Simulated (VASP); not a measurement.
# GdN (Fm-3m) in VASP: further runs

Runs on GdN. Level: PBE+U. Tasks: single point.

All numbers are computed with VASP 6.6.1; they aren't measurements. Logs are shortened: lines on timing, memory, paths and dates and some standing lists are left out, and cuts for length are marked.

## Step 1: The cell of the first run

It takes space group Fm-3m (No. 225, cubic). The conventional cell has a = 4.999 Å, b = 4.999 Å, c = 4.999 Å, α = 90.00°, β = 90.00°, γ = 90.00°. Within 3.3 Å of Gd (site symmetry m-3m) lie 6 N at 2.50 Å. Within 3.3 Å of N (site symmetry m-3m) lie 6 Gd at 2.50 Å.

## Step 2: Single point, PBE+U, collinear spin, ferromagnetic start

INCAR

```
  PREC = Accurate
  ENCUT = 520
  EDIFF = 1E-6
  ISMEAR = 0
  SIGMA = 0.05
  LREAL = False
  LASPH = True
  NELM = 150
  ALGO = Normal
  ISIF = 2
  LWAVE = False
  LCHARG = True
  ISPIN = 2
  MAGMOM = 7 0
  LORBIT = 11
  LMAXMIX = 6
  LDAU = True
  LDAUTYPE = 2
  LDAUL = 3 -1
  LDAUU = 6 0
  LDAUJ = 0 0
  LDAUPRINT = 1
  GGA = PE
  LELF = True
  LVHAR = True
  NBANDS = 22
```

KPOINTS

```
regular mesh
0
Gamma
  10 10 10
```

POSCAR

```
GdN
1.0
    0.0000000000      2.4995000000      2.4995000000
    2.4995000000      0.0000000000      2.4995000000
    2.4995000000      2.4995000000      0.0000000000
Gd N
1 1
Direct
    0.0000000000      0.0000000000      0.0000000000
    0.5000000000      0.5000000000      0.5000000000
```

Potentials or basis: VASP PAW PBE potentials, release 64 (Gd, N).

Command:

```console
$ cat potpaw_PBE.64/Gd/POTCAR potpaw_PBE.64/N/POTCAR > POTCAR
$ mpirun -np 1 vasp_std > vasp.out
```

OUTCAR:

```text
PREC = Accurate
   ENCUT = 520
   EDIFF = 1E-6
   ISMEAR = 0
   LREAL = False
   LASPH = True
   NELM = 150
   ISIF = 2
   ISPIN = 2
   LORBIT = 11
   GGA = PE

 ion  position               nearest neighbor table
   1  0.000  0.000  0.000-   2 2.50   2 2.50   2 2.50   2 2.50   2 2.50   2 2.50
   2  0.500  0.500  0.500-   1 2.50   1 2.50   1 2.50   1 2.50   1 2.50   1 2.50

  LATTYP: Found a face centered cubic cell.
 ALAT       =     4.9990000000

  Lattice vectors:

 A1 = (   0.0000000000,   2.4995000000,   2.4995000000)
 A2 = (   2.4995000000,   0.0000000000,   2.4995000000)
 A3 = (   2.4995000000,   2.4995000000,   0.0000000000)

Analysis of symmetry for initial positions (statically):
=====================================================================
 Subroutine PRICEL returns:
 Original cell was already a primitive cell.

 Routine SETGRP: Setting up the symmetry group for a
 face centered cubic supercell.

 Subroutine GETGRP returns: Found 48 space group operations
 (whereof 48 operations were pure point group operations)
 out of a pool of 48 trial point group operations.

The static configuration has the point symmetry O_h .

Analysis of symmetry for dynamics (positions and initial velocities):
=====================================================================
 Subroutine PRICEL returns:
 Original cell was already a primitive cell.

 Routine SETGRP: Setting up the symmetry group for a
 face centered cubic supercell.

 Subroutine GETGRP returns: Found 48 space group operations
 (whereof 48 operations were pure point group operations)
 out of a pool of 48 trial point group operations.

The dynamic configuration has the point symmetry O_h .

Analysis of structural, dynamic, and magnetic symmetry:
=====================================================================
 Subroutine PRICEL returns:
 Original cell was already a primitive cell.

 Routine SETGRP: Setting up the symmetry group for a
 face centered cubic supercell.

 Subroutine GETGRP returns: Found 48 space group operations
 (whereof 48 operations were pure point group operations)
 out of a pool of 48 trial point group operations.

The overall configuration has the point symmetry O_h .

 Subroutine INISYM returns: Found 48 space group operations
 (whereof 48 operations are pure point group operations),
 and found     1 'primitive' translations

----------------------------------------------------------------------------------------

                                     Primitive cell

  volume of cell :      31.2313

  direct lattice vectors                    reciprocal lattice vectors
     0.000000000  2.499500000  2.499500000    -0.200040008  0.200040008  0.200040008
     2.499500000  0.000000000  2.499500000     0.200040008 -0.200040008  0.200040008
     2.499500000  2.499500000  0.000000000     0.200040008  0.200040008 -0.200040008

  length of vectors
[... 109 lines left out ...]
   U (eV)           for each species LDAUU =   6.0  0.0
   J (eV)           for each species LDAUJ =   0.0  0.0
   GGA     = PE    functional components
   LHFCALC =     F    Hartree Fock is set to
   AEXX    =    0.0000 exact exchange contribution
   IVDW    =     0    specifies the selected vdW correction
   LEPSILON=     F    determine dielectric tensor
   LRPA    =     F    only Hartree local field effects (RPA)
 spin polarized calculation
 Gauss-broadening in eV      SIGMA  =   0.05
  energy-cutoff  :      520.00
  volume of cell :       31.23
 maximum number of plane-waves:       869
 NGX is ok and might be reduce to    28
   NGX = 13   NGY = 13   NGZ = 13

atom =   1  type =  1  l = 3

 onsite density matrix

spin component  1

  0.9918  0.0000  0.0011  0.0000  0.0000  0.0000 -0.0000
  0.0000  0.9892 -0.0000  0.0000  0.0000  0.0000 -0.0000
  0.0011 -0.0000  0.9913 -0.0000 -0.0000  0.0000  0.0000
  0.0000  0.0000 -0.0000  0.9926  0.0000 -0.0000  0.0000
  0.0000  0.0000 -0.0000  0.0000  0.9913  0.0000 -0.0011
  0.0000  0.0000  0.0000 -0.0000  0.0000  0.9904  0.0000
 -0.0000 -0.0000  0.0000  0.0000 -0.0011  0.0000  0.9918

spin component  2

  0.0076 -0.0000  0.0033  0.0000 -0.0000 -0.0000  0.0000
 -0.0000  0.0004  0.0000 -0.0000 -0.0000 -0.0000  0.0000
  0.0033  0.0000  0.0059 -0.0000 -0.0000  0.0000 -0.0000
  0.0000 -0.0000 -0.0000  0.0102  0.0000  0.0000  0.0000
 -0.0000 -0.0000 -0.0000  0.0000  0.0059 -0.0000 -0.0033
 -0.0000 -0.0000  0.0000  0.0000 -0.0000  0.0034 -0.0000
  0.0000  0.0000 -0.0000  0.0000 -0.0033 -0.0000  0.0076

 occupancies and eigenvectors

  o =  0.0004  v =  0.0000  0.0000  0.0000  0.0000  0.0000  0.0000  0.0000 -0.0000 -1.0000  0.0000  0.0000 -0.0000 -0.0000 -0.0000      0.0000  0.0000  0.0000  0.0000  0.0000  0.0000  0.0000  0.0000  0.0000  0.0000  0.0000  0.0000  0.0000  0.0000
  o =  0.0034  v =  0.0000  0.0000  0.0000  0.0000  0.0000  0.0000  0.0000 -0.0005 -0.0000  0.0007 -0.0000  0.7906  0.0001  0.6124      0.0000  0.0000  0.0000  0.0000  0.0000  0.0000  0.0000  0.0000  0.0000  0.0000  0.0000  0.0000  0.0000  0.0000
  o =  0.0034  v =  0.0000  0.0000  0.0000  0.0000  0.0000  0.0000  0.0000 -0.6124  0.0000  0.7906  0.0000 -0.0007 -0.0002 -0.0005      0.0000  0.0000  0.0000  0.0000  0.0000  0.0000  0.0000  0.0000  0.0000  0.0000  0.0000  0.0000  0.0000  0.0000
  o =  0.0034  v =  0.0000  0.0000  0.0000  0.0000  0.0000  0.0000  0.0000 -0.0001 -0.0000  0.0001 -0.0000 -0.0001  1.0000 -0.0001      0.0000  0.0000  0.0000  0.0000  0.0000  0.0000  0.0000  0.0000  0.0000  0.0000  0.0000  0.0000  0.0000  0.0000
  o =  0.0102  v =  0.0000  0.0000  0.0000  0.0000  0.0000  0.0000  0.0000  0.0002 -0.0000  0.0002 -1.0000  0.0005 -0.0000 -0.0007      0.0000  0.0000  0.0000  0.0000  0.0000  0.0000  0.0000  0.0000  0.0000  0.0000  0.0000  0.0000  0.0000  0.0000
  o =  0.0102  v =  0.0000  0.0000  0.0000  0.0000  0.0000  0.0000  0.0000 -0.0002 -0.0000 -0.0002  0.0008  0.6124 -0.0000 -0.7906      0.0000  0.0000  0.0000  0.0000  0.0000  0.0000  0.0000  0.0000  0.0000  0.0000  0.0000  0.0000  0.0000  0.0000
  o =  0.0102  v =  0.0000  0.0000  0.0000  0.0000  0.0000  0.0000  0.0000  0.7906 -0.0000  0.6124  0.0003  0.0002  0.0000 -0.0002      0.0000  0.0000  0.0000  0.0000  0.0000  0.0000  0.0000  0.0000  0.0000  0.0000  0.0000  0.0000  0.0000  0.0000
  o =  0.9892  v =  0.0000 -1.0000 -0.0000  0.0000  0.0000  0.0000  0.0000  0.0000  0.0000  0.0000  0.0000  0.0000  0.0000  0.0000      0.0000  0.0000  0.0000  0.0000  0.0000  0.0000  0.0000  0.0000  0.0000  0.0000  0.0000  0.0000  0.0000  0.0000
  o =  0.9904  v = -0.0001  0.0000  0.0001  0.0000  0.0111  0.9999  0.0086  0.0000  0.0000  0.0000  0.0000  0.0000  0.0000  0.0000      0.0000  0.0000  0.0000  0.0000  0.0000  0.0000  0.0000  0.0000  0.0000  0.0000  0.0000  0.0000  0.0000  0.0000
  o =  0.9904  v = -0.6124 -0.0000  0.7906  0.0000 -0.0004 -0.0001 -0.0003  0.0000  0.0000  0.0000  0.0000  0.0000  0.0000  0.0000      0.0000  0.0000  0.0000  0.0000  0.0000  0.0000  0.0000  0.0000  0.0000  0.0000  0.0000  0.0000  0.0000  0.0000
  o =  0.9904  v =  0.0003 -0.0000 -0.0004  0.0000 -0.7905  0.0140 -0.6123  0.0000  0.0000  0.0000  0.0000  0.0000  0.0000  0.0000      0.0000  0.0000  0.0000  0.0000  0.0000  0.0000  0.0000  0.0000  0.0000  0.0000  0.0000  0.0000  0.0000  0.0000
  o =  0.9926  v =  0.0000 -0.0000  0.0000 -1.0000 -0.0015  0.0000  0.0019  0.0000  0.0000  0.0000  0.0000  0.0000  0.0000  0.0000      0.0000  0.0000  0.0000  0.0000  0.0000  0.0000  0.0000  0.0000  0.0000  0.0000  0.0000  0.0000  0.0000  0.0000
  o =  0.9926  v =  0.7906 -0.0000  0.6124  0.0000  0.0000  0.0000  0.0000  0.0000  0.0000  0.0000  0.0000  0.0000  0.0000  0.0000      0.0000  0.0000  0.0000  0.0000  0.0000  0.0000  0.0000  0.0000  0.0000  0.0000  0.0000  0.0000  0.0000  0.0000
  o =  0.9926  v = -0.0000  0.0000  0.0000  0.0024 -0.6124  0.0000  0.7906  0.0000  0.0000  0.0000  0.0000  0.0000  0.0000  0.0000      0.0000  0.0000  0.0000  0.0000  0.0000  0.0000  0.0000  0.0000  0.0000  0.0000  0.0000  0.0000  0.0000  0.0000

 number of electron      23.0000005 magnetization       6.9998990

 Free energy of the ion-electron system (eV)
  ---------------------------------------------------
  ext. energy  EPLUGINS =         0.00000000
  ---------------------------------------------------
  free energy    TOTEN  =       -22.81225630 eV

  energy without entropy =      -22.81207858  energy(sigma->0) =      -22.81216744

 E-fermi :   3.7076     XC(G=0): -11.5379

 val. band max:        3.7068452189   @ k =   0.1000   0.1000   0.0000
 cond. band min:       3.9455307603   @ k =   0.0000   0.0000   0.0000
 fundamental gap:      0.2386855414
 Fermi energy:         3.7075537239

 spin component 1

 k-point     1 :       0.0000    0.0000    0.0000
  band No.  band energies     occupation
      1     -39.9735      1.00000
      2     -16.9665      1.00000
      3     -16.9665      1.00000
      4     -16.9665      1.00000
      5      -9.0804      1.00000
      6      -2.5557      1.00000
[... 1193 lines left out ...]
     21      14.5259      0.00000
     22      18.0211      0.00000

 [... further k-points ...]
[... 5 lines left out ...]
  --------------------------------------------------------------------------------------
  -------------------------------------------------------------------------------------
  Total        0.1220361      0.1220361      0.1220361      0.0000000      0.0000000      0.0000000
  in kB        6.2605051      6.2605051      6.2605051      0.0000000      0.0000000      0.0000000
  external PRESSURE =       6.2605051 kB  Pullay stress =       0.0000000 kB

 VOLUME and BASIS-vectors are now :
 -----------------------------------------------------------------------------
  energy-cutoff  :      520.00
  volume of cell :       31.23
      direct lattice vectors                 reciprocal lattice vectors
     0.000000000  2.499500000  2.499500000    -0.200040008  0.200040008  0.200040008
     2.499500000  0.000000000  2.499500000     0.200040008 -0.200040008  0.200040008
     2.499500000  2.499500000  0.000000000     0.200040008  0.200040008 -0.200040008

 POSITION                                       TOTAL-FORCE (eV/Angst)
 -----------------------------------------------------------------------------------
      0.00000      0.00000      0.00000        -0.000000     -0.000000     -0.000000
      2.49950      2.49950      2.49950         0.000000      0.000000      0.000000
 -----------------------------------------------------------------------------------
    total drift:                                0.000000      0.000000      0.000000

  FREE ENERGIE OF THE ION-ELECTRON SYSTEM (eV)
  ---------------------------------------------------
  free  energy   TOTEN  =       -22.8122562998 eV

  energy  without entropy=      -22.8120785810  energy(sigma->0) =      -22.81216744

 total charge

# of ion       s       p       d       f       tot
--------------------------------------------------
    1        2.035   5.667   0.538   6.972  15.213
    2        1.248   2.386   0.000   0.000   3.634
--------------------------------------------------
tot          3.283   8.053   0.538   6.972  18.847

 magnetization (x)

# of ion       s       p       d       f       tot
--------------------------------------------------
    1       -0.006  -0.086   0.071   6.893   6.872
    2       -0.009  -0.106   0.000   0.000  -0.115
--------------------------------------------------
tot         -0.015  -0.192   0.071   6.893   6.757
```

It took 65 s on 1 thread of Intel Xeon 6975P-C, shared host; peak memory 0.22 GiB.

What came out:

```
Free energy                                           : -22.8123 eV
Pressure                                              : 0.6 GPa
Band gap on the k mesh                                : zero (filled and empty bands overlap)
Net moment                                            : 7.00 μB per cell
Site moments                                          : Gd +6.87; N -0.12 μB
Valence electrons inside the program's atomic spheres : Gd 15.21; N 3.63
```

Eigenvalues of the final occupation matrices:
```tsv
site	spin	trace	eigenvalues
site 1 f	1	6.94	0.99 0.99 0.99 0.99 0.99 0.99 0.99
site 1 f	2	0.04	0.00 0.00 0.00 0.00 0.01 0.01 0.01
```

Caveat: spin-orbit coupling is left out, which moves the levels of the heavy elements; a cell with one magnetic atom can't hold antiferromagnetic order, which such compounds often take.

## Step 3: Single point, PBE+U, collinear spin, ferrimagnetic start

This run uses another cell than the first one, of 15.68 Å³/atom, 1.004 times its volume.

INCAR

```
ALGO = Normal
EDIFF = 1E-6
ENCUT = 520
GGA = PE
ISIF = 2
ISMEAR = 0
ISPIN = 2
LASPH = T
LCHARG = F
LDAU = T
LDAUJ = 0 0
LDAUL = 3 -1
LDAUPRINT = 1
LDAUTYPE = 2
LDAUU = 6 0
LMAXMIX = 6
LORBIT = 11
LREAL = F
LWAVE = F
MAGMOM = 7.63 -0.16
NBANDS = 22
NELM = 150
PREC = Accurate
SIGMA = 0.05
```

KPOINTS

```
k-points
0
Gamma
  10 10 10
```

POSCAR

```
GdN
1.0
    0.0000000000      2.5028282330      2.5028282330
    2.5028282330      0.0000000000      2.5028282330
    2.5028282330      2.5028282330      0.0000000000
Gd N
1 1
Direct
    0.0000000000      0.0000000000      0.0000000000
    0.5000000000      0.5000000000      0.5000000000
```

Potentials or basis: VASP PAW PBE potentials, release 64 (Gd, N).

Command:

```console
$ cat potpaw_PBE.64/Gd/POTCAR potpaw_PBE.64/N/POTCAR > POTCAR
$ mpirun -np 1 vasp_std > vasp.out
```

Run time: 80 s. Hardware: 1 thread of Intel Xeon 6975P-C, shared host; peak memory 0.22 GiB.

The run converged. Its results:

| Item | Value |
| --- | --- |
| Free energy | -22.8126 eV |
| Pressure | 0.0 GPa |
| Band gap on the k mesh | zero (filled and empty bands overlap) |
| Net moment | 7.00 μB per cell |
| Site moments | Gd +6.87; N -0.11 μB |
| Valence electrons inside the program's atomic spheres | Gd 15.21; N 3.63 |

Levels at points of the mesh, in eV from the Fermi level:
Spin up:
```
           k point  band 12  band 13  band 14  band 15  band 16  band 17  band 18  band 19
(0.00, 0.00, 0.00)    -6.06     0.24     0.24     0.24     2.65     2.65     2.65     3.32
(0.50, 0.00, 0.00)    -6.03    -4.14    -2.32    -2.32     5.25     5.96     5.96     6.62
(0.50, 0.50, 0.00)    -6.10    -1.26    -0.27    -0.15    -0.15     6.57     6.60     7.63
```
Spin down:
```csv
k point,band 5,band 6,band 7,band 8,band 9,band 10,band 11,band 12
"(0.00, 0.00, 0.00)",-12.83,-0.33,-0.33,-0.33,3.46,3.46,3.46,3.82
"(0.50, 0.00, 0.00)",-10.94,-3.89,-2.24,-2.24,4.50,4.87,4.87,5.17
"(0.50, 0.50, 0.00)",-12.53,-0.97,-0.42,-0.42,0.39,4.94,4.97,5.08
```

Eigenvalues of the final occupation matrices:
| site | spin | trace | eigenvalues |
| --- | --- | --- | --- |
| site 1 f | 1 | 6.94 | 0.99 0.99 0.99 0.99 0.99 0.99 0.99 |
| site 1 f | 2 | 0.04 | 0.00 0.00 0.00 0.00 0.01 0.01 0.01 |

Caveat: spin-orbit coupling is left out, which moves the levels of the heavy elements; a cell with one magnetic atom can't hold antiferromagnetic order, which such compounds often take. The state reached can hang on the start; a lower one may exist.

[end of part 1 of 2]
